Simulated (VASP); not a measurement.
# TePb (I4mm) in VASP: a series of runs

Runs on TePb. Level: PBE. Tasks: single point.

Everything below comes from runs of VASP 6.6.1. Logs are shortened: lines on timing, memory, paths and dates and some standing lists are left out, and cuts for length are marked.

### 1 The cell of the first run

The structure is tetragonal, space group I4mm (No. 107). Conventional cell: a = 4.564 Å, b = 4.564 Å, c = 6.454 Å, α = 90.00°, β = 90.00°, γ = 90.00°. Within 4.1 Å of Te (site symmetry 4mm) lie 6 Pb at 3.15 to 3.30 Å. Within 4.1 Å of Pb (site symmetry 4mm) lie 6 Te at 3.15 to 3.30 Å.

### 2 Single point, PBE (all Pb atoms moved +0.075 Å, as atom 2 along Cartesian [0 1 0])

The input, INCAR:

```
SYSTEM = TePb
ALGO = Normal
EDIFF = 1E-7
ENCUT = 520
GGA = PE
ISIF = 2
ISMEAR = 0
LASPH = .True.
LCHARG = .False.
LREAL = .False.
LWAVE = .False.
NBANDS = 17
NELM = 100
PREC = Accurate
SIGMA = 0.05
```

The input, KPOINTS:

```
k-points
0
Gamma
  8 8 8
  0 0 0
```

The input, POSCAR:

```
TePb
1.0
    0.0000000000      3.2270000000      3.2270000000
    3.2270000000      0.0000000000      3.2270000000
    3.2270000000      3.2270000000      0.0000000000
Te Pb
1 1
Direct
    0.5000000000      0.5000000000      0.5000000000
    0.0116207003     -0.0116207003      0.0116207003
```

Potentials or basis: VASP PAW PBE potentials, release 64 (Te, Pb_d).

Command:

```sh
$ cat potpaw_PBE.64/Te/POTCAR potpaw_PBE.64/Pb_d/POTCAR > POTCAR
$ mpirun -np 1 vasp_std > vasp.out
```

OUTCAR:

```text
SYSTEM = TePb
   EDIFF = 1E-7
   ENCUT = 520
   GGA = PE
   ISIF = 2
   ISMEAR = 0
   LASPH = .True.
   LREAL = .False.
   NELM = 100
   PREC = Accurate

 ion  position               nearest neighbor table
   1  0.500  0.500  0.500-   2 3.15   2 3.23   2 3.23   2 3.23   2 3.23   2 3.30
   2  0.012  0.988  0.012-   1 3.15   1 3.23   1 3.23   1 3.23   1 3.23   1 3.30

  LATTYP: Found a face centered cubic cell.
 ALAT       =     6.4540000000

  Lattice vectors:

 A1 = (   0.0000000000,   3.2270000000,   3.2270000000)
 A2 = (   3.2270000000,   0.0000000000,   3.2270000000)
 A3 = (   3.2270000000,   3.2270000000,   0.0000000000)

Analysis of symmetry for initial positions (statically):
=====================================================================
 Subroutine PRICEL returns:
 Original cell was already a primitive cell.

 Routine SETGRP: Setting up the symmetry group for a
 face centered cubic supercell.

 Subroutine GETGRP returns: Found  8 space group operations
 (whereof  8 operations were pure point group operations)
 out of a pool of 48 trial point group operations.

The static configuration has the point symmetry C_4v.

Analysis of symmetry for dynamics (positions and initial velocities):
=====================================================================
 Subroutine PRICEL returns:
 Original cell was already a primitive cell.

 Routine SETGRP: Setting up the symmetry group for a
 face centered cubic supercell.

 Subroutine GETGRP returns: Found  8 space group operations
 (whereof  8 operations were pure point group operations)
 out of a pool of 48 trial point group operations.

The dynamic configuration has the point symmetry C_4v.

 Subroutine INISYM returns: Found  8 space group operations
 (whereof  8 operations are pure point group operations),
 and found     1 'primitive' translations

----------------------------------------------------------------------------------------

                                     Primitive cell

  volume of cell :      67.2089

  direct lattice vectors                    reciprocal lattice vectors
     0.000000000  3.227000000  3.227000000    -0.154942671  0.154942671  0.154942671
     3.227000000  0.000000000  3.227000000     0.154942671 -0.154942671  0.154942671
     3.227000000  3.227000000  0.000000000     0.154942671  0.154942671 -0.154942671

  length of vectors
     4.563667166  4.563667166  4.563667166     0.268368579  0.268368579  0.268368579

[... 79 lines left out ...]
   NELM   =    100;   NELMIN=  2; NELMDL= -5     # of ELM steps
   EDIFF  = 0.1E-06   stopping-criterion for ELM
   LREAL  =      F    real-space projection
   EDIFFG = 0.1E-05   stopping-criterion for IOM
   NSW    =      0    number of steps for IOM
   IBRION =     -1    ionic relax: 0-MD 1-quasi-New 2-CG
   NFREE  =      0    steps in history (QN), initial steepest desc. (CG)
   ISIF   =      2    stress and relaxation
   ISYM   =      2    0-nonsym 1-usesym 2-fastsym
   POTIM  = 0.5000    time-step for ionic-motion
   TEBEG  =    0.0;   TEEND  =   0.0 temperature during run
   PSTRESS=    0.0 pullay stress
   NELECT =      20.0000    total number of electrons
   NUPDOWN=      -1.0000    fix difference up-down
   EMIN   =  10.00;   EMAX   =-10.00  energy-range for DOS
   EFERMI =   0.00;   METHOD = LEGACY
   ISMEAR =     0;   SIGMA  =   0.05  broadening in eV -4-tet -1-fermi 0-gaus
   EFERMI_NEDOS =   21; number of points for ismear=-14 and -15
   IALGO  =     38    algorithm
   IMIX   =      4    mixing-type and parameters
     AMIX     =   0.40;   BMIX     =  1.00
     AMIX_MAG =   1.60;   BMIX_MAG =  1.00
  volume/ion in A,a.u.               =      33.60       226.77
  Fermi-wavevector in a.u.,A,eV,Ry     =   1.092972  2.065418 16.253366  1.194589
  Thomas-Fermi vector in A             =   2.229249
   LORBIT       =      0    0 simple, 1 ext, 2 COOP (PROOUT), +10 PAW based schemes
   GGA     = PE    functional components
   LHFCALC =     F    Hartree Fock is set to
   AEXX    =    0.0000 exact exchange contribution
   IVDW    =     0    specifies the selected vdW correction
   LEPSILON=     F    determine dielectric tensor
   LRPA    =     F    only Hartree local field effects (RPA)
 non-spin polarized calculation
 Gauss-broadening in eV      SIGMA  =   0.05
  energy-cutoff  :      520.00
  volume of cell :       67.21
 maximum number of plane-waves:      1837
 NGX is ok and might be reduce to    36
   NGX = 17   NGY = 17   NGZ = 17

 number of electron      20.0000001 magnetization

 Free energy of the ion-electron system (eV)
  ---------------------------------------------------
  ext. energy  EPLUGINS =         0.00000000
  ---------------------------------------------------
  free energy    TOTEN  =        -7.49579731 eV

  energy without entropy =       -7.49579731  energy(sigma->0) =       -7.49579731

 E-fermi :   5.9181     XC(G=0):  -9.3157

 val. band max:        5.6616568497   @ k =   0.5000   0.0000   0.0000
 cond. band min:       6.4207371846   @ k =   0.5000   0.0000   0.0000
 fundamental gap:      0.7590803350
 Fermi energy:         5.9180968468

 k-point     1 :       0.0000    0.0000    0.0000
  band No.  band energies     occupation
      1     -11.0512      2.00000
      2     -11.0509      2.00000
      3     -11.0418      2.00000
      4     -11.0408      2.00000
      5     -11.0408      2.00000
      6      -6.3822      2.00000
[... 457 lines left out ...]
      4     -11.0244      2.00000
      5     -11.0200      2.00000
      6      -4.8409      2.00000
[... 9 lines left out ...]
     16      15.3268      0.00000
     17      16.1345      0.00000

 [... further k-points ...]

------------------------ aborting loop because EDIFF is reached ----------------------------------------

  FORCE on cell =-STRESS in cart. coord.  units (eV):
  Direction    XX          YY          ZZ          XY          YZ          ZX
  --------------------------------------------------------------------------------------
  -------------------------------------------------------------------------------------
  Total        0.9511663      1.0439474      0.9511663     -0.0000000      0.0000000      0.0000000
  in kB       22.6746255     24.8864136     22.6746255     -0.0000000      0.0000000      0.0000000
  external PRESSURE =      23.4118882 kB  Pullay stress =       0.0000000 kB

 VOLUME and BASIS-vectors are now :
 -----------------------------------------------------------------------------
  energy-cutoff  :      520.00
  volume of cell :       67.21
      direct lattice vectors                 reciprocal lattice vectors
     0.000000000  3.227000000  3.227000000    -0.154942671  0.154942671  0.154942671
     3.227000000  0.000000000  3.227000000     0.154942671 -0.154942671  0.154942671
     3.227000000  3.227000000  0.000000000     0.154942671  0.154942671 -0.154942671

 POSITION                                       TOTAL-FORCE (eV/Angst)
 -----------------------------------------------------------------------------------
      3.22700      3.22700      3.22700         0.000000      0.056192      0.000000
      3.22700      0.07500      3.22700         0.000000     -0.056192      0.000000
 -----------------------------------------------------------------------------------
    total drift:                               -0.000000      0.000221     -0.000000

  FREE ENERGIE OF THE ION-ELECTRON SYSTEM (eV)
  ---------------------------------------------------
  free  energy   TOTEN  =        -7.4957973133 eV

  energy  without entropy=       -7.4957973133  energy(sigma->0) =       -7.49579731
```

OSZICAR:

```text
N       E                     dE             d eps       ncg     rms          rms(c)
DAV:   1     0.149705663833E+03    0.14971E+03   -0.91744E+03  2014   0.113E+03
DAV:   2     0.303950264058E+01   -0.14667E+03   -0.14197E+03  2091   0.292E+02
DAV:   3    -0.732494633125E+01   -0.10364E+02   -0.10285E+02  2607   0.841E+01
DAV:   4    -0.760324303159E+01   -0.27830E+00   -0.27812E+00  2568   0.155E+01
DAV:   5    -0.761423468928E+01   -0.10992E-01   -0.10991E-01  2950   0.274E+00    0.338E+00
DAV:   6    -0.749722943564E+01    0.11701E+00   -0.25615E-01  2949   0.356E+00    0.208E+00
DAV:   7    -0.749403091080E+01    0.31985E-02   -0.81907E-02  2520   0.140E+00    0.922E-01
DAV:   8    -0.749585782648E+01   -0.18269E-02   -0.95698E-03  2466   0.985E-01    0.151E-01
DAV:   9    -0.749575390869E+01    0.10392E-03   -0.11577E-03  3060   0.371E-01    0.676E-02
DAV:  10    -0.749579206673E+01   -0.38158E-04   -0.14672E-04  2345   0.908E-02    0.183E-02
DAV:  11    -0.749579802119E+01   -0.59545E-05   -0.34822E-05  2761   0.487E-02    0.162E-02
DAV:  12    -0.749579782656E+01    0.19463E-06   -0.18986E-06  2279   0.843E-03    0.110E-02
DAV:  13    -0.749579714115E+01    0.68541E-06   -0.10421E-06  2448   0.723E-03    0.272E-03
DAV:  14    -0.749579726425E+01   -0.12310E-06   -0.18076E-07  1840   0.325E-03    0.877E-04
DAV:  15    -0.749579731329E+01   -0.49039E-07   -0.26859E-08  1271   0.123E-03
   1 F= -.74957973E+01 E0= -.74957973E+01  d E =-.830323E-15
```

stdout:

```text
POSCAR found type information on POSCAR TePb
 POSCAR found :  2 types and       2 ions
 scaLAPACK will be used
 LDA part: xc-table for (Slater+PW92), standard interpolation
 POSCAR, INCAR and KPOINTS ok, starting setup
 FFT: planning ... GRIDC
 FFT: planning ... GRID_SOFT
 FFT: planning ... GRID
 WAVECAR not read
 entering main loop
```

Run time: 87 s. Hardware: 1 thread of Intel Xeon 8259CL, shared host; peak memory 0.24 GiB.

Results:

| Item | Value |
| --- | --- |
| Free energy | -7.4958 eV |
| Pressure | 2.3 GPa |
| Largest force | 0.056 eV/Å |
| Band gap on the k mesh | 0.76 eV |

Forces in eV/Å, atoms in the order of the input:
```
Te   0.000  0.056  0.000
Pb   0.000 -0.056  0.000
```

Levels at points of the mesh, in eV from the valence-band top:
```
           k point  band 8  band 9  band 10  band 11  band 12  band 13
(0.00, 0.00, 0.00)   -1.36   -1.35    -1.35     4.06     4.06     4.10
(0.50, 0.00, 0.00)   -0.92   -0.89     0.00     0.76     1.28     1.31
(0.50, 0.50, 0.00)   -4.52   -2.81    -2.81     3.25     5.52     5.53
(0.50, 0.00, 0.50)   -4.49   -2.81    -2.81     3.29     5.50     5.50
```

Caveat: the cell differs from its parent crystal (all Pb atoms moved +0.075 Å, as atom 2 along Cartesian [0 1 0]); spin-orbit coupling is left out, which moves the levels of the heavy elements. A k mesh can miss the band edges.

### 3 Single point, PBE (all Pb atoms moved +0.113 Å, as atom 2 along Cartesian [0 1 0])

The input, INCAR:

```
  ALGO = Normal
  EDIFF = 1E-7
  ENCUT = 520
  GGA = PE
  ISIF = 2
  ISMEAR = 0
  LASPH = True
  LCHARG = False
  LREAL = False
  LWAVE = False
  NBANDS = 17
  NELM = 80
  PREC = Accurate
  SIGMA = 0.05
```

The input, KPOINTS:

```
k-points
0
Gamma
  8 8 8
```

POSCAR: that of step 2 with these lines changed.

```diff
@@ -9,2 +9,2 @@
     0.5000000000      0.5000000000      0.5000000000
-    0.0116207003     -0.0116207003      0.0116207003
+    0.0174310505     -0.0174310505      0.0174310505
```

Potentials or basis: VASP PAW PBE potentials, release 64 (Te, Pb_d).

Command:

```sh
$ cat potpaw_PBE.64/Te/POTCAR potpaw_PBE.64/Pb_d/POTCAR > POTCAR
$ mpirun -np 1 vasp_std > vasp.out
```

It took 1.7 min on 1 thread of Intel Xeon 8259CL, shared host; peak memory 0.24 GiB.

The run converged. Its results:

- Free energy: -7.4930 eV
- Pressure: 2.4 GPa
- Largest force: 0.097 eV/Å
- Band gap on the k mesh: 0.80 eV

Forces on the atoms (eV/Å):
```
Te   0.000  0.097  0.000
Pb   0.000 -0.097  0.000
```

Stress tensor (GPa, compression positive):
```
2.26 0.00 0.00
0.00 2.76 0.00
0.00 0.00 2.26
```

Levels at points of the mesh, in eV from the valence-band top:
| k point | band 7 | band 8 | band 9 | band 10 | band 11 | band 12 | band 13 | band 14 |
| --- | --- | --- | --- | --- | --- | --- | --- | --- |
| (0.00, 0.00, 0.00) | -5.55 | -1.36 | -1.32 | -1.32 | 4.04 | 4.04 | 4.13 | 5.82 |
| (0.50, 0.00, 0.00) | -8.56 | -0.93 | -0.88 | 0.00 | 0.80 | 1.30 | 1.36 | 8.38 |
| (0.50, 0.50, 0.00) | -7.26 | -4.50 | -2.79 | -2.78 | 3.23 | 5.55 | 5.59 | 6.76 |
| (0.50, 0.00, 0.50) | -7.33 | -4.45 | -2.80 | -2.80 | 3.30 | 5.52 | 5.52 | 6.79 |

Caveat: the cell differs from its parent crystal (all Pb atoms moved +0.113 Å, as atom 2 along Cartesian [0 1 0]); spin-orbit coupling is left out, which moves the levels of the heavy elements. A k mesh can miss the band edges.

(Continued in part 2 of 2.)
